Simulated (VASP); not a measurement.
# Mg in VASP: a series of runs

Mg is run at these levels: PBE; tasks: single point.

Program: VASP 6.6.1. These are calculated values, not measurements. Logs are shortened: lines on timing, memory, paths and dates and some standing lists are left out, and cuts for length are marked.

### 1 The cell of the first run

The cell holds a slab with vacuum, 12 atoms: a = 6.420 Å, b = 6.420 Å, c = 16.213 Å, α = 90.00°, β = 90.00°, γ = 60.00°.

### 2 Single point, PBE

INCAR reads:

```
SYSTEM = Mg
  PREC = Accurate
  ENCUT = 520
  EDIFF = 1E-6
  ISMEAR = -1
  SIGMA = 0.15
  LREAL = .FALSE.
  LASPH = .TRUE.
  NELM = 100
  ALGO = Normal
  ISIF = 2
  LWAVE = .FALSE.
  LCHARG = .FALSE.
  GGA = PE
  NBANDS = 24
```

KPOINTS reads:

```
regular mesh
0
G
  2 2 1
  0 0 0
```

POSCAR reads:

```
Mg
1.0
    6.4200000000      0.0000000000      0.0000000000
    3.2100000000      5.5598830000      0.0000000000
    0.0000000000      0.0000000000     16.2130400000
Mg
12
Direct
    0.0000000000      0.0000000000      0.0616787475
    0.5000000000      0.0000000000      0.0616787475
    0.0000037321      0.4999925358      0.0616787475
    0.5000037321      0.4999925358      0.0616787475
   -0.1773185066      0.3822382593      0.2312582958
    0.3332741196      0.3851340037      0.2105835796
   -0.1940006222      0.8547302164      0.2268606011
    0.3013427204      0.8901806027      0.2332628551
   -0.0529238558      0.1028259048      0.3894272758
    0.4472388243      0.1084195477      0.3940470140
   -0.0715895903      0.6223692117      0.4082207902
    0.4127382341      0.5915951828      0.3839193637
```

Potentials or basis: VASP PAW PBE potentials, release 64 (Mg).

On the command line:

```
$ cat potpaw_PBE.64/Mg/POTCAR > POTCAR
$ mpirun -np 1 vasp_std > vasp.out
```

OUTCAR:

```text
SYSTEM = Mg
   PREC = Accurate
   ENCUT = 520
   EDIFF = 1E-6
   ISMEAR = -1
   LREAL = .FALSE.
   LASPH = .TRUE.
   NELM = 100
   ISIF = 2
   GGA = PE

 ion  position               nearest neighbor table
   1  0.000  0.000  0.062-   3 3.21   4 3.21   2 3.21   2 3.21   4 3.21   3 3.21   8 3.26   7 3.28
                             5 3.48
   2  0.500  0.000  0.062-   7 3.17   4 3.21   3 3.21   1 3.21   1 3.21   3 3.21   4 3.21   6 3.23
                             8 3.28
   3  0.000  0.500  0.062-   6 3.06   5 3.21   1 3.21   2 3.21   4 3.21   4 3.21   2 3.21   1 3.21
                             7 3.33
   4  0.500  0.500  0.062-   6 2.88   2 3.21   1 3.21   3 3.21   3 3.21   1 3.21   2 3.21   5 3.29
                             8 3.53
   5  0.823  0.382  0.231-   7 2.98   9 3.00   8 3.12   6 3.15   3 3.21   4 3.29   6 3.30   8 3.30
                            12 3.36   7 3.44   1 3.48  11 3.48
   6  0.333  0.385  0.211-   4 2.88   3 3.06   5 3.15   8 3.17   7 3.23   2 3.23   7 3.25  12 3.25
                             5 3.30   8 3.31  10 3.35
   7  0.806  0.855  0.227-   5 2.98   8 3.13   2 3.17  11 3.21   6 3.23   6 3.25   1 3.28   8 3.30
                             3 3.33  10 3.40   9 3.43   5 3.44
   8  0.301  0.890  0.233-  12 2.96   5 3.12   7 3.13   6 3.17   9 3.22   1 3.26   2 3.28   7 3.30
                             5 3.30   6 3.31  10 3.31   4 3.53
   9  0.947  0.103  0.389-   5 3.00  12 3.15  11 3.16  10 3.19   8 3.22  10 3.23  11 3.29  12 3.30
                             7 3.43
  10  0.447  0.108  0.394-  12 3.00  11 3.11   9 3.19   9 3.23   8 3.31  11 3.32   6 3.35   7 3.40
                            12 3.44
  11  0.928  0.622  0.408-  12 3.04  10 3.11   9 3.16   7 3.21   9 3.29  10 3.32  12 3.44   5 3.48

  12  0.413  0.592  0.384-   8 2.96  10 3.00  11 3.04   9 3.15   6 3.25   9 3.30   5 3.36  11 3.44
                            10 3.44

  LATTYP: Found a hexagonal cell.
 ALAT       =     6.4199999201
 C/A-ratio  =     2.5253956701

  Lattice vectors:

 A1 = (  -3.2100000000,  -5.5598830000,   0.0000000000)
 A2 = (   6.4200000000,   0.0000000000,   0.0000000000)
 A3 = (   0.0000000000,   0.0000000000,  16.2130400000)

Analysis of symmetry for initial positions (statically):
=====================================================================
 Subroutine PRICEL returns:
 Original cell was already a primitive cell.

 Routine SETGRP: Setting up the symmetry group for a
 hexagonal supercell.

 Subroutine GETGRP returns: Found  1 space group operations
 (whereof  1 operations were pure point group operations)
 out of a pool of 24 trial point group operations.

The static configuration has the point symmetry C_1 .

Analysis of symmetry for dynamics (positions and initial velocities):
=====================================================================
 Subroutine PRICEL returns:
 Original cell was already a primitive cell.

 Routine SETGRP: Setting up the symmetry group for a
 hexagonal supercell.

 Subroutine GETGRP returns: Found  1 space group operations
 (whereof  1 operations were pure point group operations)
 out of a pool of 24 trial point group operations.

The dynamic configuration has the point symmetry C_1 .

 Subroutine INISYM returns: Found  1 space group operations
 (whereof  1 operations are pure point group operations),
 and found     1 'primitive' translations

----------------------------------------------------------------------------------------

                                     Primitive cell

  volume of cell :     578.7155

  direct lattice vectors                    reciprocal lattice vectors
     6.420000000  0.000000000  0.000000000     0.155763240 -0.089929950  0.000000000
     3.210000000  5.559883000  0.000000000     0.000000000  0.179859900  0.000000000
     0.000000000  0.000000000 16.213040000     0.000000000  0.000000000  0.061678747

  length of vectors
     6.420000000  6.419999920 16.213040000     0.179859898  0.179859900  0.061678747

  position of ions in fractional coordinates (direct lattice)
     0.000000000  0.000000000  0.061678747
     0.500000000  0.000000000  0.061678747
     0.000003732  0.499992536  0.061678747
     0.500003732  0.499992536  0.061678747
     0.822681493  0.382238259  0.231258296
     0.333274120  0.385134004  0.210583580
     0.805999378  0.854730216  0.226860601
     0.301342720  0.890180603  0.233262855
     0.947076144  0.102825905  0.389427276
     0.447238824  0.108419548  0.394047014
     0.928410410  0.622369212  0.408220790
     0.412738234  0.591595183  0.383919364

  ion indices of the primitive-cell ions
   primitive index   ion index
                 1           1
                 2           2
                 3           3
                 4           4
                 5           5
                 6           6
                 7           7
                 8           8
                 9           9
                10          10
                11          11
                12          12

----------------------------------------------------------------------------------------

 KPOINTS: regular mesh

Automatic generation of k-mesh.
 Grid dimensions read from file:
 generate k-points for:    2    2    1

 Generating k-lattice:

  Cartesian coordinates                     Fractional coordinates (reciprocal lattice)
     0.077881620 -0.044964975  0.000000000     0.500000000 -0.000000000  0.000000000
     0.000000000  0.089929950  0.000000000     0.000000000  0.500000000  0.000000000
     0.000000000  0.000000000  0.061678747     0.000000000  0.000000000  1.000000000

  Length of vectors
     0.089929949  0.089929950  0.061678747

  Shift w.r.t. Gamma in fractional coordinates (k-lattice)
     0.000000000  0.000000000  0.000000000

 Subroutine IBZKPT returns following result:
 ===========================================

 Found      4 irreducible k-points:

 Following reciprocal coordinates:
            Coordinates               Weight
  0.000000  0.000000  0.000000      1.000000
  0.500000  0.000000  0.000000      1.000000
  0.500000  0.500000  0.000000      1.000000
  0.000000  0.500000  0.000000      1.000000
   k-points           NKPTS =      4   k-points in BZ     NKDIM =      4   number of bands    NBANDS=     24
   number of dos      NEDOS =    301   number of ions     NIONS =     12
   total plane-waves  NPLWV = 290304
   dimension x,y,z NGX =    48 NGY =   48 NGZ =  126
   dimension x,y,z NGXF=    96 NGYF=   96 NGZF=  252
   ions per type =              12
   NGX,Y,Z   is equivalent  to a cutoff of  12.43, 12.43, 12.92 a.u.
   NGXF,Y,Z  is equivalent  to a cutoff of  24.86, 24.86, 25.84 a.u.
 SYSTEM =  Mg
   PREC   = accura    normal or accurate (medium, high low for compatibility)
   ISTART =      0    job   : 0-new  1-cont  2-samecut
   ICHARG =      2    charge: 1-file 2-atom 10-const
   ISPIN  =      1    spin polarized calculation?
   LNONCOLLINEAR =      F non collinear calculations
   LSORBIT =      F    spin-orbit coupling
   LASPH  =      T    aspherical Exc in radial PAW
   ENCUT  =  520.0 eV  38.22 Ry    6.18 a.u.  11.94 11.94 30.15*2*pi/ulx,y,z
   NELM   =    100;   NELMIN=  2; NELMDL= -5     # of ELM steps
   EDIFF  = 0.1E-05   stopping-criterion for ELM
   LREAL  =      F    real-space projection
   EDIFFG = 0.1E-04   stopping-criterion for IOM
   NSW    =      0    number of steps for IOM
   IBRION =     -1    ionic relax: 0-MD 1-quasi-New 2-CG
   NFREE  =      0    steps in history (QN), initial steepest desc. (CG)
   ISIF   =      2    stress and relaxation
   ISYM   =      2    0-nonsym 1-usesym 2-fastsym
   POTIM  = 0.5000    time-step for ionic-motion
   TEBEG  =    0.0;   TEEND  =   0.0 temperature during run
   PSTRESS=    0.0 pullay stress
   NELECT =      24.0000    total number of electrons
   NUPDOWN=      -1.0000    fix difference up-down
   EMIN   =  10.00;   EMAX   =-10.00  energy-range for DOS
   EFERMI =   0.00;   METHOD = LEGACY
   ISMEAR =    -1;   SIGMA  =   0.15  broadening in eV -4-tet -1-fermi 0-gaus
   EFERMI_NEDOS =   21; number of points for ismear=-14 and -15
   IALGO  =     38    algorithm
   IMIX   =      4    mixing-type and parameters
     AMIX     =   0.40;   BMIX     =  1.00
     AMIX_MAG =   1.60;   BMIX_MAG =  1.00
  volume/ion in A,a.u.               =      48.23       325.45
  Fermi-wavevector in a.u.,A,eV,Ry     =   0.566661  1.070835  4.368899  0.321105
  Thomas-Fermi vector in A             =   1.605150
   LORBIT       =      0    0 simple, 1 ext, 2 COOP (PROOUT), +10 PAW based schemes
   GGA     = PE    functional components
   LHFCALC =     F    Hartree Fock is set to
   AEXX    =    0.0000 exact exchange contribution
   IVDW    =     0    specifies the selected vdW correction
   LEPSILON=     F    determine dielectric tensor
   LRPA    =     F    only Hartree local field effects (RPA)
 non-spin polarized calculation
  energy-cutoff  :      520.00
  volume of cell :      578.72
 maximum number of plane-waves:     15596
 NGX is ok and might be reduce to    48
   NGX = 23   NGY = 23   NGZ = 61

 number of electron      24.0000000 magnetization

 Free energy of the ion-electron system (eV)
  ---------------------------------------------------
  ext. energy  EPLUGINS =         0.00000000
  ---------------------------------------------------
  free energy    TOTEN  =       -15.79650533 eV

  energy without entropy =      -15.13195217  energy(sigma->0) =      -15.46422875

 E-fermi :  -0.4806     XC(G=0):  -5.1249

 val. band max:       -0.5490730698   @ k =   0.0000   0.0000   0.0000
 cond. band min:      -0.4032576326   @ k =   0.0000   0.5000   0.0000
 fundamental gap:      0.1458154372
 Fermi energy:        -0.4806216252

 k-point     1 :       0.0000    0.0000    0.0000
  band No.  band energies     occupation
      1      -6.8416      2.00000
      2      -5.5885      2.00000
      3      -3.7418      2.00000
      4      -2.2550      1.99999
      5      -2.1758      1.99998
      6      -2.1610      1.99997
[... 16 lines left out ...]
     23       1.2347      0.00002
     24       2.7482      0.00000

 k-point     2 :       0.5000    0.0000    0.0000
  band No.  band energies     occupation
      1      -5.6700      2.00000
      2      -5.5962      2.00000
      3      -4.4242      2.00000
      4      -4.3589      2.00000
      5      -3.2985      2.00000
      6      -3.2180      2.00000
[... 16 lines left out ...]
     23       2.2828      0.00000
     24       2.3898      0.00000

 k-point     3 :       0.5000    0.5000    0.0000
  band No.  band energies     occupation
      1      -5.6591      2.00000
      2      -5.6134      2.00000
      3      -4.4606      2.00000
      4      -4.3091      2.00000
      5      -3.2748      2.00000
      6      -3.2364      2.00000
[... 16 lines left out ...]
     23       2.2573      0.00000
     24       2.3541      0.00000

 k-point     4 :       0.0000    0.5000    0.0000
  band No.  band energies     occupation
      1      -5.6724      2.00000
      2      -5.5966      2.00000
      3      -4.3933      2.00000
      4      -4.3804      2.00000
      5      -3.3211      2.00000
      6      -3.2008      2.00000
[... 16 lines left out ...]
     23       2.2706      0.00000
     24       2.4223      0.00000

------------------------ aborting loop because EDIFF is reached ----------------------------------------

  FORCE on cell =-STRESS in cart. coord.  units (eV):
  Direction    XX          YY          ZZ          XY          YZ          ZX
  --------------------------------------------------------------------------------------
  -------------------------------------------------------------------------------------
  Total       -2.9159887     -2.4284494     -2.9710745      0.3074452     -1.7859635     -0.4723481
  in kB       -8.0729319     -6.7231764     -8.2254372      0.8511639     -4.9444505     -1.3076984
  external PRESSURE =      -7.6738485 kB  Pullay stress =       0.0000000 kB

 VOLUME and BASIS-vectors are now :
 -----------------------------------------------------------------------------
  energy-cutoff  :      520.00
  volume of cell :      578.72
      direct lattice vectors                 reciprocal lattice vectors
     6.420000000  0.000000000  0.000000000     0.155763240 -0.089929950  0.000000000
     3.210000000  5.559883000  0.000000000     0.000000000  0.179859900  0.000000000
     0.000000000  0.000000000 16.213040000     0.000000000  0.000000000  0.061678747

 POSITION                                       TOTAL-FORCE (eV/Angst)
 -----------------------------------------------------------------------------------
      0.00000      0.00000      1.00000         0.002427      0.040739      0.261498
      3.21000      0.00000      1.00000        -0.047453     -0.018430      0.129585
      1.60500      2.77990      1.00000        -0.097064      0.048674      0.048138
      4.81500      2.77990      1.00000         0.260221      0.161416     -0.104462
      6.50860      2.12520      3.74940        -0.147310     -0.049315     -0.062302
      3.37590      2.14130      3.41420        -0.322455     -0.192062      0.515847
      7.91820      4.75220      3.67810         0.346450      0.353681      0.112509
      4.79210      4.94930      3.78190         0.058916      0.086332     -0.223799
      6.41030      0.57170      6.31380        -0.097234     -0.040831      0.001101
      3.21930      0.60280      6.38870        -0.212913     -0.109455     -0.318183
      7.95820      3.46030      6.61850        -0.141051     -0.271577     -0.417534
      4.54880      3.28920      6.22450         0.397466     -0.009172      0.057602
 -----------------------------------------------------------------------------------
    total drift:                               -0.000004     -0.000008      0.000043

  FREE ENERGIE OF THE ION-ELECTRON SYSTEM (eV)
  ---------------------------------------------------
  free  energy   TOTEN  =       -15.7965053349 eV

  energy  without entropy=      -15.1319521716  energy(sigma->0) =      -15.46422875
```

It took 3.8 min on 1 thread of AMD EPYC 7R13, shared host; peak memory 0.54 GiB.

Results:

* Free energy: -15.7965 eV
* Largest force: 0.638 eV/Å
* Band gap on the k mesh: zero (bands 12 and 13 overlap by 0.75 eV)

Forces in eV/Å, atoms in the order of the input:
```
Mg   0.002  0.041  0.261
Mg  -0.047 -0.018  0.130
Mg  -0.097  0.049  0.048
Mg   0.260  0.161 -0.104
Mg  -0.147 -0.049 -0.062
Mg  -0.322 -0.192  0.516
Mg   0.346  0.354  0.113
Mg   0.059  0.086 -0.224
Mg  -0.097 -0.041  0.001
Mg  -0.213 -0.109 -0.318
Mg  -0.141 -0.272 -0.418
Mg   0.397 -0.009  0.058
```

Levels at points of the mesh, in eV from the Fermi level:
| k point | band 8 | band 9 | band 10 | band 11 | band 12 | band 13 |
| --- | --- | --- | --- | --- | --- | --- |
| (0.00, 0.00, 0.00) | -1.53 | -1.49 | -0.98 | -0.66 | -0.63 | -0.61 |
| (0.50, 0.00, 0.00) | -2.04 | -1.58 | -1.51 | 0.08 | 0.12 | 0.21 |
| (0.50, 0.50, 0.00) | -1.99 | -1.57 | -1.54 | 0.09 | 0.14 | 0.20 |
| (0.00, 0.50, 0.00) | -2.03 | -1.60 | -1.49 | 0.08 | 0.13 | 0.20 |

Caveat: the k points lie up to 0.57 Å⁻¹ apart, too coarse for converged energies and pressures of a metal; there is no dipole correction, which matters where the two faces differ.

(Continued in part 2 of 2.)

The gap in the log of VASP goes by the Fermi energy; the results here count the filled bands.